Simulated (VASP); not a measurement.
Input of a VASP 6.6.1 run:

INCAR

```
SYSTEM = MnO
ALGO = Normal ; EDIFF = 1E-6
ENCUT = 520 ; ISIF = 2
ISMEAR = -1 ; ISPIN = 2
LASPH = .TRUE. ; LCHARG = .FALSE.
LMAXMIX = 4 ; LORBIT = 11
LREAL = .FALSE. ; LWAVE = .FALSE.
MAGMOM = 4 0 ; NBANDS = 20
NELM = 150 ; PREC = Accurate
SIGMA = 0.05
```

The input KPOINTS:

```
k-points
0
G
  9 9 9
  0 0 0
```

POSCAR

```
MnO
1.0
    2.9513513485     -1.7054576679      0.0000000000
    2.9513513485      1.7054576679      0.0000000000
   -1.9713086957      0.0000000000      2.7914475425
Mn O
1 1
Direct
    0.5001990000      0.5001990000      0.5006650000
    0.7498025000      0.7498025000      0.2493360000
```

Potentials or basis: VASP PAW LDA potentials, release 64 (Mn_pv, O).

Command:

```bash
$ cat potpaw_LDA.64/Mn_pv/POTCAR potpaw_LDA.64/O/POTCAR > POTCAR
$ mpirun -np 1 vasp_std > vasp.out
```

(1) Estimate the net moment.

(2) Predict the site moments.

(3) What does it give for the pressure?

Results:

(1) 4.88 μB per cell.

(2) Mn +4.31; O +0.19 μB.

(3) -12.2 GPa.

Caveat: a cell with one magnetic atom can't hold antiferromagnetic order, which such compounds often take.
